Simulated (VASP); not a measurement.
Crystal: SrO.

```
CELL_PARAMETERS angstrom
3.10287 0.08564 0.00000
0.08564 3.10287 0.00000
0.00000 0.00000 3.10287
ATOMIC_POSITIONS crystal
Sr 0.00000 0.00000 0.00000
O 0.50000 0.50000 0.50000
```

This cell differs from its parent crystal: shear xy strain +5.5%.

Base run:

- Program: VASP 6.6.1
- Functional: r2SCAN
- Potentials or basis: VASP PAW PBE potentials, release 64 (Sr_sv, O)
- Cutoff: 520 eV
- k mesh: 8 × 8 × 8
- Occupations: gaussian, width 0.01 eV
- Spin: no spin polarisation

Its results: band gap on the k mesh 3.25 eV, indirect (least direct gap 3.30 eV); pressure 1.1 GPa.

Task: The run is repeated on the same cell with these changes: functional from r2SCAN to PBE; occupations from gaussian, width 0.01 eV to fermi-dirac, width 0.02 eV. What comes out?

Result: Band gap on the k mesh 2.76 eV, indirect (least direct gap 2.81 eV); pressure 4.0 GPa.

Caveats: the PAW data sets were made with another functional, which shifts forces and pressure a little (some runs).

A k mesh can miss the band edges.
